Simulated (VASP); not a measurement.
Here is a VASP 6.6.1 calculation.

Contents of INCAR:

```
ALGO = Normal
EDIFF = 1E-7
EDIFFG = -0.005
ENCUT = 600
GGA = PE
IBRION = 2
ISIF = 3
ISMEAR = -1
LASPH = T
LCHARG = F
LREAL = F
LWAVE = F
NELM = 80
NSW = 60
PREC = Accurate
PSTRESS = -5.4
SIGMA = 0.08
```

KPOINTS

```
k-points
0
Gamma
  13 13 12
```

POSCAR

```
Lu
1.0
    3.3504957650      0.0000000000      0.0000000000
   -1.6752478825      2.9016144478      0.0000000000
    0.0000000000      0.0000000000      3.1494660191
Lu
1
Direct
    0.0000000000      0.0000000000      0.0000000000
```

Potentials or basis: VASP PAW PBE potentials, release 64 (Lu).

Command:

```sh
$ cat potpaw_PBE.64/Lu/POTCAR > POTCAR
$ mpirun -np 1 vasp_std > vasp.out
```

Question: Estimate the relaxed volume.

Answer: 31.64 Å³/atom.

Question: Estimate the band gap on the k mesh.

Answer: Zero (an odd number of electrons rules out a gap without spin polarisation).

Question: Predict the space group after relaxing (to 0.1 Å).

Answer: P6/mmm (No. 191).

Final structure:
```
Lu
1.0
     3.32836    0.00000    0.00000
    -1.66418    2.88245    0.00000
     0.00000    0.00000    3.29810
Lu
1
Direct
  0.00000 0.00000 0.00000
```

Caveat: the cell is relaxed towards a set pressure, so the run minimises the enthalpy, not the energy; spin-orbit coupling is left out, which moves the levels of the heavy elements.
